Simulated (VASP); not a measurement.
ZnSe: elastic constants with PBE

Crystal: ZnSe.

```xyz
2
Lattice="0.0000 2.8663 2.8663 2.8663 0.0000 2.8663 2.8663 2.8663 0.0000" Properties=species:S:1:pos:R:3 pbc="T T T"
Zn    0.0000    0.0000    0.0000
Se    1.4332    1.4332    1.4332
```

```
Program                   : VASP 6.6.1
Task                      : elastic constants
Functional                : PBE
Potentials or basis       : VASP PAW PBE potentials, release 64 (Zn, Se)
Cutoff                    : 600 eV
k mesh                    : 8 × 8 × 8
Occupations               : gaussian, width 0.01 eV
Spin                      : no spin polarisation
Dipole correction         : no
Ions in elastic constants : relaxed
Further INCAR settings    : ALGO = Normal; EDIFF = 1e-08; NBANDS = 16; IBRION = 6; POTIM = 0.015; NSW = 1; ISIF = 3
```

```
Elastic constants C11, C12, C44                         : 80, 46, 37 GPa
Voigt bulk modulus                                      : 57 GPa
Highest phonon frequency at Γ, LO-TO splitting left out : 197 cm⁻¹
```

Phonon frequencies in cm⁻¹ (negative: imaginary):
| q point | frequencies |
| --- | --- |
| (0.000, 0.000, 0.000) | 0 0 0 197 197 197 |

Elastic tensor in Voigt notation (GPa, in the Cartesian axes of the cell as first typed):
```
80 46 46  0  0  0
46 80 46  0  0  0
46 46 80  0  0  0
 0  0  0 37  0  0
 0  0  0  0 37  0
 0  0  0  0  0 37
```

Clamped-ion elastic tensor (GPa):
```
80 46 46  0  0  0
46 80 46  0  0  0
46 46 80  0  0  0
 0  0  0 52  0  0
 0  0  0  0 52  0
 0  0  0  0  0 52
```

Run time: 13 min on 1 thread of Intel(R) Xeon(R) Platinum 8259CL CPU @ 2.50GHz (Skylake/Cascade Lake), with other jobs on the host, peak memory 0.37 GiB.
